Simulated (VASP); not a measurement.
Set up this calculation in VASP 6.6.1, as the native input.

* Task: single point
* Functional: PBE
* Potentials or basis: VASP PAW PBE potentials, release 64 (Pb_d, Se)
* Cutoff: 520 eV
* k mesh: 6 × 8 × 4
* Occupations: fermi-dirac, width 0.02 eV
* Spin: no spin polarisation
* Dipole correction: no
* Further INCAR settings: ALGO = Normal; EDIFF = 1e-07; NBANDS = 28

The structure of PbSe lies in POSCAR:

```
PbSe
1.0
    4.3118469501      0.0361350205      0.5182722355
    0.0262134242      4.3112897383     -0.5201241701
   -0.7601738547     -3.5813327021      6.5746399759
Pb Se
2 2
Direct
    0.7418367077      1.0104324458      0.7498052709
    0.2418471651      0.0105315389      0.2498952974
    0.2430843889      0.5075195369      0.7491070125
    0.7430767383      0.5076244784      0.2492144192
```

These files were run (other wordings do the same):

INCAR

```
SYSTEM = PbSe
PREC = Accurate
ENCUT = 520
EDIFF = 1E-7
ISMEAR = -1
SIGMA = 0.02
LREAL = .False.
LASPH = .True.
NELM = 80
ALGO = Normal
ISIF = 2
LWAVE = .False.
LCHARG = .True.
GGA = PE
LELF = .True.
LVHAR = .True.
NBANDS = 28
```

KPOINTS

```
regular mesh
0
Gamma
  6 8 4
  0 0 0
```

Potentials or basis: VASP PAW PBE potentials, release 64 (Pb_d, Se).

Run with:

```sh
$ cat potpaw_PBE.64/Pb_d/POTCAR potpaw_PBE.64/Se/POTCAR > POTCAR
$ mpirun -np 1 vasp_std > vasp.out
```

Results of the run:

```
Pressure               : 1.9 GPa
Largest force          : 0.005 eV/Å
Band gap on the k mesh : 0.32 eV
```

Caveat: spin-orbit coupling is left out, which moves the levels of the heavy elements.

It took 120 s on 1 thread of Intel(R) Xeon(R) 6975P-C (Granite Rapids), with other jobs on the host, peak memory 0.42 GiB.
